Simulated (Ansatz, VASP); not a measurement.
# Two plane-wave programs on In4Ru

```
In Ru
1.0
    -3.31044    3.31044    3.31044
     3.31044   -3.31044    3.31044
     3.31044    3.31044   -3.31044
In Ru
4 1
Direct
  0.34960 0.34960 0.34960
  0.65040 0.00000 0.00000
  0.00000 0.00000 0.65040
  0.00000 0.65040 0.00000
  0.00000 0.00000 0.00000
```

Change from the starting cell: species swapped into the GeF4 type (I-43m, No. 217).

Alike in both runs: task relaxation of cell and atoms; functional PBE; k mesh 4 × 4 × 4; occupations gaussian, width 0.2 eV; no spin polarisation.

```csv
,VASP,Ansatz
version,VASP 6.6.1,Ansatz 0.2.0
potentials or method,"VASP PAW PBE potentials, release 64 (In_d, Ru_pv), cutoff 600 eV","scalar-relativistic, plane waves, PAW"
valence electrons in the cell,66,68
```

Ansatz gave:

| Item | Value |
| --- | --- |
| gap on the k mesh at the Fermi level, each at its own relaxed structure (eV) | none |
| relaxed volume (Å³/atom) | 24.69 |
| relaxed cell length with the largest relative difference (Å) | 5.433 |

Question: Estimate VASP's values.

Answer: gap on the k mesh at the Fermi level, each at its own relaxed structure (eV): none; relaxed volume (Å³/atom): 24.70; relaxed cell length with the largest relative difference (Å): 5.434.

A gap of «none» marks a metal or a gap that the smearing closes. VASP's potentials hold 66 valence electrons a cell and Ansatz's 68, so a difference there can come from the potentials and not from the codes.
